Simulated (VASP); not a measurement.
Here is a VASP 6.6.1 calculation.

Contents of INCAR:

```
ALGO = Normal
EDIFF = 1E-7
ENCUT = 520
GGA = PE
ISIF = 2
ISMEAR = 0
LASPH = T
LCHARG = F
LREAL = F
LWAVE = F
NBANDS = 46
NELM = 80
PREC = Accurate
SIGMA = 0.05
```

The input KPOINTS:

```
k-points
0
Gamma
  4 4 8
```

Contents of POSCAR:

```
Zn4HO4
1.0
    5.6098780345      0.0000000000      0.0000000000
    0.0000000000      5.6098780345      0.0000000000
    0.0000000000      0.0000000000      3.2790255992
Zn O H
4 4 1
Direct
    0.1816262562      0.1816262562      0.5000000000
    0.8183737438      0.8183737438      0.5000000000
    0.6816262562      0.3183737438      0.0000000000
    0.3183737438      0.6816262562      0.0000000000
    0.8184651117      0.1815348883      0.5000000000
    0.1815348883      0.8184651117      0.5000000000
    0.6815348883      0.6815348883      0.0000000000
    0.3184651117      0.3184651117      0.0000000000
    0.9999176225     -0.0566262562      0.0000000000
```

Potentials or basis: VASP PAW PBE potentials, release 64 (Zn, O, H).

The run is started by

```sh
$ cat potpaw_PBE.64/Zn/POTCAR potpaw_PBE.64/O/POTCAR potpaw_PBE.64/H/POTCAR > POTCAR
$ mpirun -np 1 vasp_std > vasp.out
```

(1) Predict the pressure.

(2) What does it give for the largest force?

Results:

(1) 4.1 GPa.

(2) 0.511 eV/Å.

Caveat: an odd number of electrons without spin polarisation forces a metal; a magnetic or distorted state may lie lower.
